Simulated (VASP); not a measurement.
# Na8NF7 (a cell with a defect) in VASP: notebook

Runs on Na8NF7 (a cell with a defect). Level: PBEsol. Tasks: single point.

All numbers are computed with VASP 6.6.1; they aren't measurements. Logs are shortened: lines on timing, memory, paths and dates and some standing lists are left out, and cuts for length are marked.

## 1. The cell of the first run

The cell holds a defect, 16 atoms: a = 6.548 Å, b = 6.548 Å, c = 6.548 Å, α = 60.00°, β = 60.00°, γ = 60.00°.

## 2. Single point, PBEsol

The input, INCAR:

```
SYSTEM = Na8NF7
PREC = Accurate
ENCUT = 520
EDIFF = 1E-6
ISMEAR = -1
SIGMA = 0.05
LREAL = Auto
LASPH = .TRUE.
NELM = 120
ALGO = Normal
ISIF = 2
LWAVE = .FALSE.
LCHARG = .FALSE.
GGA = PS
NBANDS = 69
GGA_COMPAT = .FALSE.
ISYM = -1
```

The input, KPOINTS:

```
explicit points
1
Reciprocal
  0.50000000   0.50000000   0.50000000 1
```

The input, POSCAR:

```
Na8NF7
1.0
    0.0000000000      4.6300000000      4.6300000000
    4.6300000000      0.0000000000      4.6300000000
    4.6300000000      4.6300000000      0.0000000000
N F Na
1 7 8
Direct
    0.7394780000      0.2525760000      0.2465360000
    0.2501720000      0.7665470000      0.7351600000
    0.2734550000      0.7270410000      0.2452190000
    0.7419330000      0.2507300000      0.7494860000
    0.2180310000      0.2692920000      0.7473510000
    0.7462180000      0.7514490000      0.2384240000
    0.2370830000      0.2508940000      0.2437570000
    0.7446690000      0.7633970000      0.7508800000
    0.0044330000      0.0288520000      0.9628100000
    0.4933090000      0.4995680000      0.5156900000
    0.0010560000      0.9863130000      0.5093900000
    0.5121290000      0.5141740000      0.9971480000
    0.0056220000      0.4976270000      0.0033160000
    0.4974670000      0.0004330000      0.4832400000
    0.5225940000      0.0211640000      0.9852420000
    0.0008720000      0.5231790000      0.5053210000
```

Potentials or basis: VASP PAW PBE potentials, release 64 (N, F, Na_pv).

The run is started by

```sh
cat potpaw_PBE.64/N/POTCAR potpaw_PBE.64/F/POTCAR potpaw_PBE.64/Na_pv/POTCAR > POTCAR
mpirun -np 1 vasp_std > vasp.out
```

OUTCAR:

```text
SYSTEM = Na8NF7
   PREC = Accurate
   ENCUT = 520
   EDIFF = 1E-6
   ISMEAR = -1
   LREAL = Auto
   LASPH = .TRUE.
   NELM = 120
   ISIF = 2
   GGA = PS
   ISYM = -1

 ion  position               nearest neighbor table
   1  0.739  0.253  0.247-  12 2.21
   2  0.250  0.767  0.735-  11 2.20  14 2.23  10 2.26   9 2.27
   3  0.273  0.727  0.245-  12 2.14  16 2.22  10 2.28
   4  0.742  0.251  0.749-  15 2.08   9 2.21  10 2.23  11 2.34
   5  0.218  0.269  0.747-   9 2.11  16 2.13  13 2.25  10 2.35
   6  0.746  0.751  0.238-  15 2.22  13 2.27  14 2.29  10 2.34
   7  0.237  0.251  0.244-  13 2.19  15 2.28  14 2.32  11 2.32
   8  0.745  0.763  0.751-  11 2.22  12 2.23  16 2.25  15 2.29
   9  0.004  0.029  0.963-   5 2.11   4 2.21   2 2.27
  10  0.493  0.500  0.516-   4 2.23   2 2.26   3 2.28   6 2.34   5 2.35
  11  0.001  0.986  0.509-   2 2.20   8 2.22   7 2.32   4 2.34
  12  0.512  0.514  0.997-   3 2.14   1 2.21   8 2.23
  13  0.006  0.498  0.003-   7 2.19   5 2.25   6 2.27
  14  0.497  0.000  0.483-   2 2.23   6 2.29   7 2.32
  15  0.523  0.021  0.985-   4 2.08   6 2.22   7 2.28   8 2.29
  16  0.001  0.523  0.505-   5 2.13   3 2.22   8 2.25

IMPORTANT INFORMATION: All symmetrisations will be switched off!
NOSYMM: (Re-)initialisation of all symmetry stuff for point group C_1.

----------------------------------------------------------------------------------------

                                     Primitive cell

  volume of cell :     198.5057

  direct lattice vectors                    reciprocal lattice vectors
     0.000000000  4.630000000  4.630000000    -0.107991361  0.107991361  0.107991361
     4.630000000  0.000000000  4.630000000     0.107991361 -0.107991361  0.107991361
     4.630000000  4.630000000  0.000000000     0.107991361  0.107991361 -0.107991361

  length of vectors
     6.547808794  6.547808794  6.547808794     0.187046523  0.187046523  0.187046523

  position of ions in fractional coordinates (direct lattice)
     0.739478000  0.252576000  0.246536000
     0.250172000  0.766547000  0.735160000
     0.273455000  0.727041000  0.245219000
     0.741933000  0.250730000  0.749486000
     0.218031000  0.269292000  0.747351000
     0.746218000  0.751449000  0.238424000
[... 8 lines left out ...]
     0.522594000  0.021164000  0.985242000
     0.000872000  0.523179000  0.505321000

  ion indices of the primitive-cell ions
   primitive index   ion index
                 1           1
                 2           2
                 3           3
                 4           4
                 5           5
                 6           6
[... 8 lines left out ...]
                15          15
                16          16

----------------------------------------------------------------------------------------

 KPOINTS: explicit points

Read explicit list of k-points.

 Found      1 k-points:

 Following reciprocal coordinates:
            Coordinates               Weight
  0.500000  0.500000  0.500000      1.000000
   k-points           NKPTS =      1   k-points in BZ     NKDIM =      1   number of bands    NBANDS=     69
   number of dos      NEDOS =    301   number of ions     NIONS =     16
   total plane-waves  NPLWV = 125000
   dimension x,y,z NGX =    50 NGY =   50 NGZ =   50
   dimension x,y,z NGXF=   100 NGYF=  100 NGZF=  100
   ions per type =               1   7   8
   NGX,Y,Z   is equivalent  to a cutoff of  12.69, 12.69, 12.69 a.u.
   NGXF,Y,Z  is equivalent  to a cutoff of  25.39, 25.39, 25.39 a.u.
 SYSTEM =  Na8NF7
   PREC   = accura    normal or accurate (medium, high low for compatibility)
   ISTART =      0    job   : 0-new  1-cont  2-samecut
   ICHARG =      2    charge: 1-file 2-atom 10-const
   ISPIN  =      1    spin polarized calculation?
   LNONCOLLINEAR =      F non collinear calculations
   LSORBIT =      F    spin-orbit coupling
   LASPH  =      T    aspherical Exc in radial PAW
   ENCUT  =  520.0 eV  38.22 Ry    6.18 a.u.  12.17 12.17 12.17*2*pi/ulx,y,z
   NELM   =    120;   NELMIN=  2; NELMDL= -5     # of ELM steps
   EDIFF  = 0.1E-05   stopping-criterion for ELM
   LREAL  =      T    real-space projection
   EDIFFG = 0.1E-04   stopping-criterion for IOM
   NSW    =      0    number of steps for IOM
   IBRION =     -1    ionic relax: 0-MD 1-quasi-New 2-CG
   NFREE  =      0    steps in history (QN), initial steepest desc. (CG)
   ISIF   =      2    stress and relaxation
   ISYM   =     -1    0-nonsym 1-usesym 2-fastsym
   POTIM  = 0.5000    time-step for ionic-motion
   TEBEG  =    0.0;   TEEND  =   0.0 temperature during run
   PSTRESS=    0.0 pullay stress
   NELECT =     110.0000    total number of electrons
   NUPDOWN=      -1.0000    fix difference up-down
   EMIN   =  10.00;   EMAX   =-10.00  energy-range for DOS
   EFERMI =   0.00;   METHOD = LEGACY
   ISMEAR =    -1;   SIGMA  =   0.05  broadening in eV -4-tet -1-fermi 0-gaus
   EFERMI_NEDOS =   21; number of points for ismear=-14 and -15
   IALGO  =     38    algorithm
   IMIX   =      4    mixing-type and parameters
     AMIX     =   0.40;   BMIX     =  1.00
     AMIX_MAG =   1.60;   BMIX_MAG =  1.00
  volume/ion in A,a.u.               =      12.41        83.72
  Fermi-wavevector in a.u.,A,eV,Ry     =   1.344667  2.541052 24.601092  1.808129
  Thomas-Fermi vector in A             =   2.472642
   LORBIT       =      0    0 simple, 1 ext, 2 COOP (PROOUT), +10 PAW based schemes
   GGA     = PS    functional components
   LHFCALC =     F    Hartree Fock is set to
   AEXX    =    0.0000 exact exchange contribution
   IVDW    =     0    specifies the selected vdW correction
   LEPSILON=     F    determine dielectric tensor
   LRPA    =     F    only Hartree local field effects (RPA)
 non-spin polarized calculation
  energy-cutoff  :      520.00
  volume of cell :      198.51
 maximum number of plane-waves:      5342
 NGX is ok and might be reduce to    48
   NGX = 25   NGY = 25   NGZ = 25

 number of electron     109.9999998 magnetization

 Free energy of the ion-electron system (eV)
  ---------------------------------------------------
  ext. energy  EPLUGINS =         0.00000000
  ---------------------------------------------------
  free energy    TOTEN  =       -66.35109806 eV

  energy without entropy =      -66.16633559  energy(sigma->0) =      -66.25871682

 E-fermi :  -0.0026     XC(G=0):  -9.4157

 val. band max:       -0.0173819887   @ k =   0.5000   0.5000   0.5000
 cond. band min:       6.1780717796   @ k =   0.5000   0.5000   0.5000
 fundamental gap:      6.1954537682
 Fermi energy:        -0.0025714849

 k-point     1 :       0.5000    0.5000    0.5000
  band No.  band energies     occupation
      1     -21.8087      2.00000
      2     -21.7407      2.00000
      3     -21.6991      2.00000
      4     -21.6576      2.00000
      5     -21.5371      2.00000
      6     -21.3574      2.00000
[... 59 lines left out ...]
     66      10.8137      0.00000
     67      10.8684      0.00000
 [bands above 67 left out]

------------------------ aborting loop because EDIFF is reached ----------------------------------------

  FORCE on cell =-STRESS in cart. coord.  units (eV):
  Direction    XX          YY          ZZ          XY          YZ          ZX
  --------------------------------------------------------------------------------------
  -------------------------------------------------------------------------------------
  Total        2.7980951      4.1811555      4.6496097     -0.9792640     -1.3018274     -1.1883676
  in kB       22.5839594     33.7469036     37.5278872     -7.9038268    -10.5072972     -9.5915416
  external PRESSURE =      31.2862500 kB  Pullay stress =       0.0000000 kB

 VOLUME and BASIS-vectors are now :
 -----------------------------------------------------------------------------
  energy-cutoff  :      520.00
  volume of cell :      198.51
      direct lattice vectors                 reciprocal lattice vectors
     0.000000000  4.630000000  4.630000000    -0.107991361  0.107991361  0.107991361
     4.630000000  0.000000000  4.630000000     0.107991361 -0.107991361  0.107991361
     4.630000000  4.630000000  0.000000000     0.107991361  0.107991361 -0.107991361

 POSITION                                       TOTAL-FORCE (eV/Angst)
 -----------------------------------------------------------------------------------
      2.31089      4.56524      4.59321        -0.038297      0.583621      0.051136
      6.95290      4.56209      4.70741        -0.008884      0.292332     -0.218229
      4.50156      2.40146      4.63230         0.617376     -0.288150      0.134433
      4.63100      6.90527      4.59603         0.113777     -0.090297      0.643436
      4.70706      4.46972      2.25631        -0.175672      0.551190      0.545247
      4.58311      4.55889      6.93420         0.150676      0.297026      0.158067
[... 8 lines left out ...]
      4.65966      6.98128      2.51760         0.046598     -0.126115     -0.954058
      4.76196      2.34367      2.42636        -0.515013     -0.635176     -0.259984
 -----------------------------------------------------------------------------------
    total drift:                                0.004290      0.001289      0.000386

  FREE ENERGIE OF THE ION-ELECTRON SYSTEM (eV)
  ---------------------------------------------------
  free  energy   TOTEN  =       -66.3510980585 eV

  energy  without entropy=      -66.1663355866  energy(sigma->0) =      -66.25871682
```

Run time: 59 s. Hardware: 1 thread of Intel Xeon 8259CL, shared host; peak memory 0.35 GiB.

What came out:

- Free energy: -66.3511 eV
- Pressure: 3.1 GPa
- Largest force: 0.963 eV/Å

Forces in eV/Å, atoms in the order of the input:
```
N   -0.038  0.584  0.051
F   -0.009  0.292 -0.218
F    0.617 -0.288  0.134
F    0.114 -0.090  0.643
F   -0.176  0.551  0.545
F    0.151  0.297  0.158
F    0.033  0.274  0.143
F   -0.117 -0.080  0.057
Na  -0.296  0.427 -0.682
Na   0.005 -0.094  0.246
Na   0.006 -0.135  0.453
Na  -0.242 -0.872 -0.282
Na   0.309 -0.045  0.283
Na   0.112 -0.059 -0.317
Na   0.047 -0.126 -0.954
Na  -0.515 -0.635 -0.260
```

Stress tensor (GPa, compression positive):
```
 2.26 -0.79 -0.96
-0.79  3.37 -1.05
-0.96 -1.05  3.75
```

Caveat: the PAW data sets were made with another functional, which shifts forces and pressure a little.

## 3. Single point, PBEsol

The input, INCAR:

```
  PREC = Accurate
  ENCUT = 520
  EDIFF = 1E-6
  ISMEAR = -1
  SIGMA = 0.05
  LREAL = Auto
  LASPH = True
  NELM = 120
  ALGO = Normal
  ISIF = 2
  LWAVE = False
  LCHARG = True
  GGA = PS
  LELF = True
  LVHAR = True
  NBANDS = 69
  GGA_COMPAT = False
  ISYM = -1
```

The input, KPOINTS:

```
explicit points
4
Reciprocal
  0.25000000   0.25000000   0.25000000 2
  0.25000000   0.25000000   0.75000000 2
  0.25000000   0.75000000   0.25000000 2
  0.25000000   0.75000000   0.75000000 2
```

POSCAR is that of step 2.

Potentials or basis: VASP PAW PBE potentials, release 64 (N, F, Na_pv).

The run is started by

```sh
cat potpaw_PBE.64/N/POTCAR potpaw_PBE.64/F/POTCAR potpaw_PBE.64/Na_pv/POTCAR > POTCAR
mpirun -np 1 vasp_std > vasp.out
```

OUTCAR:

```text
PREC = Accurate
   ENCUT = 520
   EDIFF = 1E-6
   ISMEAR = -1
   LREAL = Auto
   LASPH = True
   NELM = 120
   ISIF = 2
   GGA = PS
   ISYM = -1

 ion  position               nearest neighbor table
   1  0.739  0.253  0.247-  12 2.21
   2  0.250  0.767  0.735-  11 2.20  14 2.23  10 2.26   9 2.27
   3  0.273  0.727  0.245-  12 2.14  16 2.22  10 2.28
   4  0.742  0.251  0.749-  15 2.08   9 2.21  10 2.23  11 2.34
   5  0.218  0.269  0.747-   9 2.11  16 2.13  13 2.25  10 2.35
   6  0.746  0.751  0.238-  15 2.22  13 2.27  14 2.29  10 2.34
   7  0.237  0.251  0.244-  13 2.19  15 2.28  14 2.32  11 2.32
   8  0.745  0.763  0.751-  11 2.22  12 2.23  16 2.25  15 2.29
   9  0.004  0.029  0.963-   5 2.11   4 2.21   2 2.27
  10  0.493  0.500  0.516-   4 2.23   2 2.26   3 2.28   6 2.34   5 2.35
  11  0.001  0.986  0.509-   2 2.20   8 2.22   7 2.32   4 2.34
  12  0.512  0.514  0.997-   3 2.14   1 2.21   8 2.23
  13  0.006  0.498  0.003-   7 2.19   5 2.25   6 2.27
  14  0.497  0.000  0.483-   2 2.23   6 2.29   7 2.32
  15  0.523  0.021  0.985-   4 2.08   6 2.22   7 2.28   8 2.29
  16  0.001  0.523  0.505-   5 2.13   3 2.22   8 2.25

IMPORTANT INFORMATION: All symmetrisations will be switched off!
[... 141 lines left out ...]
  band No.  band energies     occupation
      1     -21.8299      2.00000
      2     -21.8007      2.00000
      3     -21.7525      2.00000
      4     -21.6756      2.00000
      5     -21.3647      2.00000
      6     -21.3039      2.00000
[... 269 lines left out ...]
     66      10.9926      0.00000
     67      11.0781      0.00000
 [bands above 67 left out]

------------------------ aborting loop because EDIFF is reached ----------------------------------------

  FORCE on cell =-STRESS in cart. coord.  units (eV):
  Direction    XX          YY          ZZ          XY          YZ          ZX
  --------------------------------------------------------------------------------------
  -------------------------------------------------------------------------------------
  Total        2.7395093      4.1403037      4.5713082      0.2979242     -0.0883394      0.0370354
  in kB       22.1111026     33.4171815     36.8959006      2.4046034     -0.7130045      0.2989198
  external PRESSURE =      30.8080616 kB  Pullay stress =       0.0000000 kB

 VOLUME and BASIS-vectors are now :
 -----------------------------------------------------------------------------
  energy-cutoff  :      520.00
  volume of cell :      198.51
      direct lattice vectors                 reciprocal lattice vectors
     0.000000000  4.630000000  4.630000000    -0.107991361  0.107991361  0.107991361
     4.630000000  0.000000000  4.630000000     0.107991361 -0.107991361  0.107991361
     4.630000000  4.630000000  0.000000000     0.107991361  0.107991361 -0.107991361

 POSITION                                       TOTAL-FORCE (eV/Angst)
 -----------------------------------------------------------------------------------
      2.31089      4.56524      4.59321        -0.024415      0.585308      0.063274
      6.95290      4.56209      4.70741        -0.020803      0.279200     -0.217767
      4.50156      2.40146      4.63230         0.621026     -0.270461      0.122226
      4.63100      6.90527      4.59603         0.111916     -0.079077      0.654107
      4.70706      4.46972      2.25631        -0.157428      0.560744      0.564851
      4.58311      4.55889      6.93420         0.175565      0.309080      0.167942
[... 8 lines left out ...]
      4.65966      6.98128      2.51760        -0.028206     -0.194067     -1.008746
      4.76196      2.34367      2.42636        -0.476621     -0.599431     -0.221871
 -----------------------------------------------------------------------------------
    total drift:                                0.004619      0.000899      0.000946

  FREE ENERGIE OF THE ION-ELECTRON SYSTEM (eV)
  ---------------------------------------------------
  free  energy   TOTEN  =       -66.3764918220 eV

  energy  without entropy=      -66.2283662773  energy(sigma->0) =      -66.30242905
```

OSZICAR:

```text
N       E                     dE             d eps       ncg     rms          rms(c)
DAV:   1     0.166425467374E+04    0.16643E+04   -0.53995E+04   552   0.205E+03
DAV:   2     0.201302589496E+03   -0.14630E+04   -0.13963E+04   616   0.595E+02
DAV:   3    -0.561593973105E+02   -0.25746E+03   -0.25232E+03   633   0.246E+02
DAV:   4    -0.717126286095E+02   -0.15553E+02   -0.15369E+02   632   0.615E+01
DAV:   5    -0.721467059572E+02   -0.43408E+00   -0.43232E+00   624   0.109E+01    0.133E+01
DAV:   6    -0.664947801716E+02    0.56519E+01   -0.19739E+01   756   0.224E+01    0.497E+00
DAV:   7    -0.663900550838E+02    0.10473E+00   -0.70788E-01   680   0.429E+00    0.296E+00
DAV:   8    -0.663698533422E+02    0.20202E-01   -0.20765E-01   793   0.264E+00    0.207E+00
DAV:   9    -0.663700189254E+02   -0.16558E-03   -0.14975E-01   696   0.194E+00    0.633E-01
DAV:  10    -0.663749127265E+02   -0.48938E-02   -0.29187E-02   657   0.848E-01    0.303E-01
DAV:  11    -0.663756515031E+02   -0.73878E-03   -0.19857E-03   592   0.269E-01    0.112E-01
DAV:  12    -0.663764292955E+02   -0.77779E-03   -0.53763E-04   671   0.208E-01    0.646E-02
DAV:  13    -0.663764879561E+02   -0.58661E-04   -0.14813E-04   704   0.676E-02    0.245E-02
DAV:  14    -0.663764892502E+02   -0.12941E-05   -0.22116E-05   691   0.450E-02    0.745E-03
DAV:  15    -0.663764912621E+02   -0.20119E-05   -0.51542E-06   528   0.206E-02    0.376E-03
DAV:  16    -0.663764918220E+02   -0.55986E-06   -0.12821E-06   427   0.978E-03
   1 F= -.66376492E+02 E0= -.66302429E+02  d E =-.148126E+00
```

stdout:

```text
POSCAR found type information on POSCAR N F Na
 POSCAR found :  3 types and      16 ions
 scaLAPACK will be used
 -----------------------------------------------------------------------------
|                                                                             |
|                                                                             |
|     You enforced a specific xc type in the INCAR file but a different       |
|     I HOPE YOU KNOW WHAT YOU ARE DOING!                                     |
|                                                                             |
 -----------------------------------------------------------------------------

 LDA part: xc-table for (Slater+PW92), standard interpolation
 POSCAR, INCAR and KPOINTS ok, starting setup
 FFT: planning ... GRIDC
 FFT: planning ... GRID_SOFT
 FFT: planning ... GRID
 WAVECAR not read
 entering main loop
```

Run time: 2.8 min. Hardware: 1 thread of Intel Xeon 8259CL, shared host; peak memory 0.37 GiB.

What came out:

- Free energy: -66.3765 eV
- Pressure: 3.1 GPa
- Largest force: 1.028 eV/Å
- Band gap on the k mesh: zero (bands 55 and 56 overlap by 0.07 eV)

Forces in eV/Å, atoms in the order of the input:
```
N   -0.024  0.585  0.063
F   -0.021  0.279 -0.218
F    0.621 -0.270  0.122
F    0.112 -0.079  0.654
F   -0.157  0.561  0.565
F    0.176  0.309  0.168
F    0.057  0.280  0.161
F   -0.124 -0.076  0.031
Na  -0.289  0.477 -0.613
Na  -0.006 -0.161  0.175
Na  -0.055 -0.140  0.385
Na  -0.192 -0.873 -0.231
Na   0.235 -0.109  0.276
Na   0.175  0.011 -0.309
Na  -0.028 -0.194 -1.009
Na  -0.477 -0.599 -0.222
```

Caveat: the PAW data sets were made with another functional, which shifts forces and pressure a little.

The gap in the log of VASP goes by the Fermi energy; the results here count the filled bands.